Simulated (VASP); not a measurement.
Set up this calculation in VASP 6.6.1, as the native input.

| Quantity | Value |
| --- | --- |
| Task | single point |
| Functional | r2SCAN |
| Potentials or basis | VASP PAW PBE potentials, release 64 (Be) |
| Cutoff | 520 eV |
| k mesh | 10 × 10 × 6 |
| Occupations | fermi-dirac, width 0.1 eV |
| Spin | no spin polarisation |
| Dipole correction | no |
| Further INCAR settings | ALGO = Normal; EDIFF = 1e-06; NBANDS = 9 |

Be:

```
CELL_PARAMETERS angstrom
2.26460 0.00000 0.00000
-1.13230 1.96120 0.00000
0.00000 0.00000 3.56126
ATOMIC_POSITIONS crystal
Be 0.33333 0.66667 0.25000
Be 0.66667 0.33333 0.75000
```

One way to write it, as run:

POSCAR

```
Be
1.0
    2.2645998697      0.0000000000      0.0000000000
   -1.1322999349      1.9612010165      0.0000000000
    0.0000000000      0.0000000000      3.5612588026
Be
2
Direct
    0.3333333333      0.6666666667      0.2500000000
    0.6666666667      0.3333333333      0.7500000000
```

INCAR.step1

```
SYSTEM = Be
ALGO = Normal
EDIFF = 1E-4
ENCUT = 520
GGA = PE
ISMEAR = -1
LASPH = .TRUE.
LCHARG = .FALSE.
LREAL = .FALSE.
LWAVE = .TRUE.
NBANDS = 9
NELM = 100
PREC = Accurate
SIGMA = 0.1
```

INCAR.step2

```
SYSTEM = Be
ALGO = Normal
EDIFF = 1E-6
ENCUT = 520
ISIF = 2
ISMEAR = -1
ISTART = 1
LASPH = .TRUE.
LCHARG = .TRUE.
LELF = .TRUE.
LMIXTAU = .TRUE.
LREAL = .FALSE.
LVHAR = .TRUE.
LWAVE = .FALSE.
METAGGA = R2SCAN
NBANDS = 9
NELM = 100
PREC = Accurate
SIGMA = 0.1
```

KPOINTS

```
k-points
0
G
  10 10 6
  0 0 0
```

Potentials or basis: VASP PAW PBE potentials, release 64 (Be).

Run with:

```sh
$ cat potpaw_PBE.64/Be/POTCAR > POTCAR
$ cp INCAR.step1 INCAR
$ mpirun -np 1 vasp_std > vasp.out
$ cp INCAR.step2 INCAR
$ mpirun -np 1 vasp_std > vasp.out
```

It gave:

The pressure is 0.4 GPa. The band gap on the k mesh is zero (band 2 reaches 7.53 eV, above the bottom of band 3 at 6.79 eV).

Caveat: the PAW data sets were made with another functional, which shifts forces and pressure a little.

Wall time 21 s on 1 thread of Intel(R) Xeon(R) Platinum 8259CL CPU @ 2.50GHz (Skylake/Cascade Lake), on a shared host, peak memory 0.12 GiB.
